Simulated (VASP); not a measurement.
Write the native input for VASP 6.6.1 that does the following.

```
Task                   : relaxation of cell and atoms
Functional             : PBE
Potentials or basis    : VASP PAW PBE potentials, release 64 (Sc_sv, B, P)
Cutoff                 : 600 eV
k mesh                 : 6 × 6 × 12
Occupations            : gaussian, width 0.1 eV
Spin                   : no spin polarisation
Dipole correction      : no
Further INCAR settings : ALGO = Fast; EDIFF = 1e-06; IBRION = 2; EDIFFG = -0.01; NSW = 100; ISIF = 3
```

The structure of Sc3B2P lies in POSCAR:

```
Sc3B2P
1.0
    6.3986066419      0.0000000000      0.0000000000
   -3.1993033210      5.5413559007      0.0000000000
    0.0000000000      0.0000000000      3.0195776158
Sc B P
3 2 1
Direct
    0.0000000000      0.5000000000      0.0000000000
    0.5000000000      0.5000000000      0.0000000000
    0.5000000000      0.0000000000      0.0000000000
    0.6666666667      0.3333333333      0.5000000000
    0.3333333333      0.6666666667      0.5000000000
    0.0000000000      0.0000000000      0.5000000000
```

The cell was generated, and may not be a known phase.

The input as run:

INCAR

```
PREC = Accurate
ENCUT = 600
EDIFF = 1E-6
ISMEAR = 0
SIGMA = 0.1
LREAL = False
LASPH = True
NELM = 60
ALGO = Fast
ISIF = 3
LWAVE = False
LCHARG = False
GGA = PE
IBRION = 2
NSW = 100
EDIFFG = -0.01
```

KPOINTS

```
Automatic mesh
0
Gamma
  6 6 12
```

Potentials or basis: VASP PAW PBE potentials, release 64 (Sc_sv, B, P).

Launch:

```sh
$ cat potpaw_PBE.64/Sc_sv/POTCAR potpaw_PBE.64/B/POTCAR potpaw_PBE.64/P/POTCAR > POTCAR
$ mpirun -np 1 vasp_std > vasp.out
```

It gave:

- Relaxed volume: 17.88 Å³/atom
- Relaxed cell: a = 6.389 Å, b = 6.389 Å, c = 3.034 Å, α = 90.00°, β = 90.00°, γ = 120.00°
- Space group after relaxing (to 0.1 Å): P6/mmm (No. 191)
- Energy gained by relaxing: 0.2 meV/atom
- Ionic steps: 4
- Pressure after relaxing: 0.0 GPa
- Band gap on the k mesh: zero (bands 22 and 23 overlap by 1.23 eV)

It took 13 min on 1 thread of Oxide Virtual Turin-like Processor, on a shared host, peak memory 0.34 GiB.
